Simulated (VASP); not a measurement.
# PbO2 (Fm-3m) in VASP: settings compared

The runs below take PbO2 through single point, with LDA, r2SCANh, PBE exchange alone.

Program: VASP 6.6.1. These are calculated values, not measurements. Logs are shortened: lines on timing, memory, paths and dates and some standing lists are left out, and cuts for length are marked.

## 1. The cell of the first run

It takes space group Fm-3m (No. 225, cubic). Conventional cell: a = 5.404 Å, b = 5.404 Å, c = 5.404 Å, α = 90.00°, β = 90.00°, γ = 90.00°. Pb (site symmetry m-3m) has 8 O at 2.34 Å within 3.1 Å. O (site symmetry -43m) has 4 Pb at 2.34 Å and 6 O at 2.70 Å within 3.1 Å.

## 2. Single point, LDA

The input, INCAR:

```
ALGO = Normal
EDIFF = 1E-7
ENCUT = 520
ISIF = 2
ISMEAR = -5
LASPH = True
LCHARG = False
LREAL = False
LWAVE = False
NBANDS = 20
NELM = 80
PREC = Accurate
SIGMA = 0.05
```

The input, KPOINTS:

```
k-points
0
Gamma
  9 9 9
```

The input, POSCAR:

```
PbO2
1.0
    0.0000000000      2.7019920000      2.7019920000
    2.7019920000      0.0000000000      2.7019920000
    2.7019920000      2.7019920000      0.0000000000
Pb O
1 2
Direct
    0.0000000000      0.0000000000      0.0000000000
    0.7500000000      0.7500000000      0.7500000000
    0.2500000000      0.2500000000      0.2500000000
```

Potentials or basis: VASP PAW LDA potentials, release 64 (Pb_d, O).

Launch:

```console
cat potpaw_LDA.64/Pb_d/POTCAR potpaw_LDA.64/O/POTCAR > POTCAR
mpirun -np 1 vasp_std > vasp.out
```

OUTCAR:

```text
EDIFF = 1E-7
   ENCUT = 520
   ISIF = 2
   ISMEAR = -5
   LASPH = True
   LREAL = False
   NELM = 80
   PREC = Accurate

 ion  position               nearest neighbor table
   1  0.000  0.000  0.000-   2 2.34   2 2.34   2 2.34   3 2.34   3 2.34   3 2.34   3 2.34   2 2.34

   2  0.750  0.750  0.750-   1 2.34   1 2.34   1 2.34   1 2.34
   3  0.250  0.250  0.250-   1 2.34   1 2.34   1 2.34   1 2.34

  LATTYP: Found a face centered cubic cell.
 ALAT       =     5.4039840000

  Lattice vectors:

 A1 = (   0.0000000000,   2.7019920000,   2.7019920000)
 A2 = (   2.7019920000,   0.0000000000,   2.7019920000)
 A3 = (   2.7019920000,   2.7019920000,   0.0000000000)

Analysis of symmetry for initial positions (statically):
=====================================================================
 Subroutine PRICEL returns:
 Original cell was already a primitive cell.

 Routine SETGRP: Setting up the symmetry group for a
 face centered cubic supercell.

 Subroutine GETGRP returns: Found 48 space group operations
 (whereof 48 operations were pure point group operations)
 out of a pool of 48 trial point group operations.

The static configuration has the point symmetry O_h .

Analysis of symmetry for dynamics (positions and initial velocities):
=====================================================================
 Subroutine PRICEL returns:
 Original cell was already a primitive cell.

 Routine SETGRP: Setting up the symmetry group for a
 face centered cubic supercell.

 Subroutine GETGRP returns: Found 48 space group operations
 (whereof 48 operations were pure point group operations)
 out of a pool of 48 trial point group operations.

The dynamic configuration has the point symmetry O_h .

 Subroutine INISYM returns: Found 48 space group operations
 (whereof 48 operations are pure point group operations),
 and found     1 'primitive' translations

----------------------------------------------------------------------------------------

                                     Primitive cell

  volume of cell :      39.4532

  direct lattice vectors                    reciprocal lattice vectors
     0.000000000  2.701992000  2.701992000    -0.185048660  0.185048660  0.185048660
     2.701992000  0.000000000  2.701992000     0.185048660 -0.185048660  0.185048660
     2.701992000  2.701992000  0.000000000     0.185048660  0.185048660 -0.185048660

  length of vectors
     3.821193732  3.821193732  3.821193732     0.320513682  0.320513682  0.320513682

[... 78 lines left out ...]
   ISPIN  =      1    spin polarized calculation?
   LNONCOLLINEAR =      F non collinear calculations
   LSORBIT =      F    spin-orbit coupling
   LASPH  =      T    aspherical Exc in radial PAW
   ENCUT  =  520.0 eV  38.22 Ry    6.18 a.u.   7.10  7.10  7.10*2*pi/ulx,y,z
   NELM   =     80;   NELMIN=  2; NELMDL= -5     # of ELM steps
   EDIFF  = 0.1E-06   stopping-criterion for ELM
   LREAL  =      F    real-space projection
   EDIFFG = 0.1E-05   stopping-criterion for IOM
   NSW    =      0    number of steps for IOM
   IBRION =     -1    ionic relax: 0-MD 1-quasi-New 2-CG
   NFREE  =      0    steps in history (QN), initial steepest desc. (CG)
   ISIF   =      2    stress and relaxation
   ISYM   =      2    0-nonsym 1-usesym 2-fastsym
   POTIM  = 0.5000    time-step for ionic-motion
   TEBEG  =    0.0;   TEEND  =   0.0 temperature during run
   PSTRESS=    0.0 pullay stress
   NELECT =      26.0000    total number of electrons
   NUPDOWN=      -1.0000    fix difference up-down
   EMIN   =  10.00;   EMAX   =-10.00  energy-range for DOS
   EFERMI =   0.00;   METHOD = LEGACY
   ISMEAR =    -5;   SIGMA  =   0.05  broadening in eV -4-tet -1-fermi 0-gaus
   EFERMI_NEDOS =   21; number of points for ismear=-14 and -15
   IALGO  =     38    algorithm
   IMIX   =      4    mixing-type and parameters
     AMIX     =   0.40;   BMIX     =  1.00
     AMIX_MAG =   1.60;   BMIX_MAG =  1.00
  volume/ion in A,a.u.               =      13.15        88.75
  Fermi-wavevector in a.u.,A,eV,Ry     =   1.424640  2.692180 27.614384  2.029600
  Thomas-Fermi vector in A             =   2.545110
   LORBIT       =      0    0 simple, 1 ext, 2 COOP (PROOUT), +10 PAW based schemes
   GGA     = CA    functional components
   LHFCALC =     F    Hartree Fock is set to
   AEXX    =    0.0000 exact exchange contribution
   IVDW    =     0    specifies the selected vdW correction
   LEPSILON=     F    determine dielectric tensor
   LRPA    =     F    only Hartree local field effects (RPA)
 non-spin polarized calculation
 Fermi weights with tetrahedron method with Bloechl corrections
  energy-cutoff  :      520.00
  volume of cell :       39.45
 maximum number of plane-waves:      1073
   NGX = 15   NGY = 15   NGZ = 15

 number of electron      25.9999989 magnetization

 Free energy of the ion-electron system (eV)
  ---------------------------------------------------
  ext. energy  EPLUGINS =         0.00000000
  ---------------------------------------------------
  free energy    TOTEN  =       -18.05754920 eV

  energy without entropy =      -18.05754920  energy(sigma->0) =      -18.05754920

 E-fermi :   5.2722     XC(G=0): -11.6749

 val. band max:        5.2927163075   @ k =  -0.3333   0.4444   0.2222
 cond. band min:       5.0493339044   @ k =   0.1111   0.1111   0.0000
 fundamental gap:     -0.2433824031
 Fermi energy:         5.2721597988

 k-point     1 :       0.0000    0.0000    0.0000
  band No.  band energies     occupation
      1     -12.9446      2.00000
      2     -10.2876      2.00000
      3     -10.2876      2.00000
      4     -10.2876      2.00000
      5     -10.0346      2.00000
      6     -10.0346      2.00000
[... 541 lines left out ...]
     19      21.2649      0.00000
     20      22.1097      0.00000

 [... further k-points ...]
[... 5 lines left out ...]
  --------------------------------------------------------------------------------------
  -------------------------------------------------------------------------------------
  Total       -2.4642529     -2.4642529     -2.4642529     -0.0000000     -0.0000000      0.0000000
  in kB     -100.0722554   -100.0722554   -100.0722554     -0.0000000     -0.0000000      0.0000000
  external PRESSURE =    -100.0722554 kB  Pullay stress =       0.0000000 kB

 VOLUME and BASIS-vectors are now :
 -----------------------------------------------------------------------------
  energy-cutoff  :      520.00
  volume of cell :       39.45
      direct lattice vectors                 reciprocal lattice vectors
     0.000000000  2.701992000  2.701992000    -0.185048660  0.185048660  0.185048660
     2.701992000  0.000000000  2.701992000     0.185048660 -0.185048660  0.185048660
     2.701992000  2.701992000  0.000000000     0.185048660  0.185048660 -0.185048660

 POSITION                                       TOTAL-FORCE (eV/Angst)
 -----------------------------------------------------------------------------------
      0.00000      0.00000      0.00000         0.000000      0.000000      0.000000
      4.05299      4.05299      4.05299        -0.000000     -0.000000     -0.000000
      1.35100      1.35100      1.35100         0.000000      0.000000      0.000000
 -----------------------------------------------------------------------------------
    total drift:                                0.000000      0.000000      0.000000

  FREE ENERGIE OF THE ION-ELECTRON SYSTEM (eV)
  ---------------------------------------------------
  free  energy   TOTEN  =       -18.0575491955 eV

  energy  without entropy=      -18.0575491955  energy(sigma->0) =      -18.05754920
```

OSZICAR:

```text
N       E                     dE             d eps       ncg     rms          rms(c)
DAV:   1     0.255405107731E+03    0.25541E+03   -0.13609E+04  1432   0.156E+03
DAV:   2     0.239743456354E+01   -0.25301E+03   -0.24123E+03  1496   0.418E+02
DAV:   3    -0.200206736432E+02   -0.22418E+02   -0.22067E+02  1676   0.129E+02
DAV:   4    -0.206603107224E+02   -0.63964E+00   -0.63898E+00  1572   0.220E+01
DAV:   5    -0.206781412384E+02   -0.17831E-01   -0.17924E-01  1860   0.392E+00    0.913E+00
DAV:   6    -0.181429263631E+02    0.25352E+01   -0.10773E+01  2112   0.406E+01    0.301E+00
DAV:   7    -0.180904850800E+02    0.52441E-01   -0.56949E-01  1580   0.811E+00    0.165E+00
DAV:   8    -0.180676413024E+02    0.22844E-01   -0.20614E-01  1564   0.402E+00    0.844E-01
DAV:   9    -0.180574919546E+02    0.10149E-01   -0.29916E-02  1880   0.186E+00    0.163E-01
DAV:  10    -0.180575609657E+02   -0.69011E-04   -0.33726E-03  1552   0.420E-01    0.368E-02
DAV:  11    -0.180575692269E+02   -0.82611E-05   -0.36383E-05  1760   0.540E-02    0.311E-02
DAV:  12    -0.180575500693E+02    0.19158E-04   -0.34278E-05  1816   0.476E-02    0.616E-03
DAV:  13    -0.180575499746E+02    0.94654E-07   -0.13664E-06  1660   0.870E-03    0.124E-03
DAV:  14    -0.180575488643E+02    0.11103E-05   -0.26047E-07  1420   0.713E-03    0.814E-04
DAV:  15    -0.180575491156E+02   -0.25128E-06   -0.30982E-08   924   0.187E-03    0.309E-04
DAV:  16    -0.180575491955E+02   -0.79922E-07   -0.10657E-08   912   0.916E-04
   1 F= -.18057549E+02 E0= -.18057549E+02  d E =0.000000E+00
```

It took 36 s on 1 thread of Intel Xeon 8259CL, shared host; peak memory 0.16 GiB.

What came out:

| Item | Value |
| --- | --- |
| Free energy | -18.0575 eV |
| Pressure | -10.0 GPa |
| Band gap on the k mesh | zero (bands 13 and 14 overlap by 1.17 eV) |

Caveat: the cell stands under tension; spin-orbit coupling is left out, which moves the levels of the heavy elements; tetrahedron occupations give inexact forces and stress in metals.

## 3. Single point, r2SCANh

POSCAR is that of step 2.

The input, INCAR.step1:

```
PREC     = Accurate       # precision mode
ENCUT    = 520            # plane-wave cutoff, eV
EDIFF    = 1E-5           # SCF threshold, eV
ISMEAR   = -1             # smearing method
SIGMA    = 0.05           # smearing width, eV
LREAL    = False          # projectors in reciprocal space
LASPH    = True           # aspherical terms in the spheres
NELM     = 100            # most SCF steps
ALGO     = Normal         # electronic algorithm
ISIF     = 2              # what is computed and relaxed
LWAVE    = True           # write WAVECAR
LCHARG   = False          # write CHGCAR
NBANDS   = 20             # bands
GGA      = PE             # functional
```

The input, INCAR.step2:

```
PREC     = Accurate       # precision mode
ENCUT    = 520            # plane-wave cutoff, eV
EDIFF    = 1E-7           # SCF threshold, eV
ISMEAR   = -1             # smearing method
SIGMA    = 0.05           # smearing width, eV
LREAL    = False          # projectors in reciprocal space
LASPH    = True           # aspherical terms in the spheres
NELM     = 100            # most SCF steps
ALGO     = Normal         # electronic algorithm
ISIF     = 2              # what is computed and relaxed
LWAVE    = False          # write WAVECAR
LCHARG   = False          # write CHGCAR
METAGGA  = R2SCAN         # meta-GGA
LHFCALC  = True           # exact exchange
AEXX     = 0.1            # exact-exchange fraction
LMIXTAU  = True         
PRECFOCK = Normal       
NBANDS   = 20             # bands
ISTART   = 1
```

The input, KPOINTS:

```
regular mesh
0
Gamma
  5 5 5
```

Potentials or basis: VASP PAW PBE potentials, release 64 (Pb_d, O).

Launch:

```console
cat potpaw_PBE.64/Pb_d/POTCAR potpaw_PBE.64/O/POTCAR > POTCAR
cp INCAR.step1 INCAR
mpirun -np 1 vasp_std > vasp.out
cp INCAR.step2 INCAR
mpirun -np 1 vasp_std > vasp.out
```

It took 63 min on 1 thread of Intel Xeon 8259CL, shared host; peak memory 0.19 GiB.

Results (log left out):

* Free energy: -67.7086 eV
* Pressure: -9.7 GPa
* Band gap on the k mesh: zero (bands 13 and 14 overlap by 1.07 eV)

Levels at points of the mesh, in eV from the Fermi level:
```csv
k point,band 11,band 12,band 13,band 14,band 15,band 16
"(0.00, 0.00, 0.00)",-2.12,-1.24,-1.24,-1.24,8.42,8.42
```

Caveat: the k points lie up to 0.40 Å⁻¹ apart, too coarse for converged energies and pressures of a metal; the PAW data sets were made with another functional, which shifts forces and pressure a little; spin-orbit coupling is left out, which moves the levels of the heavy elements.

## 4. Single point, PBE exchange alone, non-collinear spin, zero start, spin-orbit coupling (11.57 Å³/atom)

This run uses another cell than the first one, of 11.57 Å³/atom.

The input, INCAR:

```
SYSTEM = PbO2
  AGGAC = 0.0
  ALDAC = 0.0
  ALGO = Normal
  EDIFF = 1E-6
  ENCUT = 600
  GGA = PE
  GGA_COMPAT = .FALSE.
  ISIF = 2
  ISMEAR = -1
  LASPH = .TRUE.
  LCHARG = .FALSE.
  LNONCOLLINEAR = .TRUE.
  LORBIT = 11
  LORBMOM = .TRUE.
  LREAL = .FALSE.
  LSORBIT = .TRUE.
  LWAVE = .FALSE.
  MAGMOM = 0 0 0 0 0 0 0 0 0
  NBANDS = 39
  NELM = 200
  PREC = Accurate
  SIGMA = 0.15
```

The input, KPOINTS:

```
k-points
0
G
  9 9 9
  0 0 0
```

The input, POSCAR:

```
PbO2
1.0
    0.0000000000      2.5892756250      2.5892756250
    2.5892756250      0.0000000000      2.5892756250
    2.5892756250      2.5892756250      0.0000000000
Pb O
1 2
Direct
    0.0000000000      0.0000000000      0.0000000000
    0.7500000000      0.7500000000      0.7500000000
    0.2500000000      0.2500000000      0.2500000000
```

Launch:

```console
cat potpaw_PBE.64/Pb_d/POTCAR potpaw_PBE.64/O/POTCAR > POTCAR
mpirun -np 1 vasp_ncl > vasp.out
```

Run time: 74 s. Hardware: 1 thread of Intel Xeon 6975P-C (Granite Rapids), shared host; peak memory 0.32 GiB.

Results (log left out):

```yaml
Free_energy: -11.5415 eV
Pressure: 46.3 GPa
Net_moment: 0.00 μB per cell
Valence_electrons_inside_the_program's_atomic_spheres: Pb 11.84; O 5.04
```

Moments on the atoms (μB; x, y, z):
```
Pb  0.00 0.00 0.00
O   0.00 0.00 0.00
O   0.00 0.00 0.00
```

Caveat: the cell stands under pressure.

## 5. The runs side by side

```tsv
level	potentials or basis	spin	cell	k mesh	cutoff (eV)	smearing	grid for exact exchange (PRECFOCK)	share of exact exchange	gap on the mesh (eV)	pressure (GPa)
LDA	VASP PAW LDA potentials, release 64 (Pb_d, O)	off	a = 3.821 Å, angles 60.0°, 3 atoms	9 × 9 × 9	520	tetrahedron	-	-	none	-10.0
r2SCANh	VASP PAW PBE potentials, release 64 (Pb_d, O)	off	a = 3.821 Å, angles 60.0°, 3 atoms	5 × 5 × 5	520	fermi-dirac 0.05 eV	Normal	0.1	none	-9.7
PBE exchange alone	VASP PAW PBE potentials, release 64 (Pb_d, O)	non-collinear, zero start, SOC	a = 3.662 Å, angles 60.0°, 3 atoms	9 × 9 × 9	600	fermi-dirac 0.15 eV	-	-	-	46.3
```

Alike in all rows: task single point.

Caveats: some runs use coarse meshes; spin-orbit coupling is left out, which moves the levels of the heavy elements (at least some runs); the cell stands under tension (at least some runs); tetrahedron occupations give inexact forces and stress in metals (at least some runs); the PAW data sets were made with another functional, which shifts forces and pressure a little (at least some runs); the cell stands under pressure (at least some runs).

Absolute energies hang on the potentials; compare differences alone.
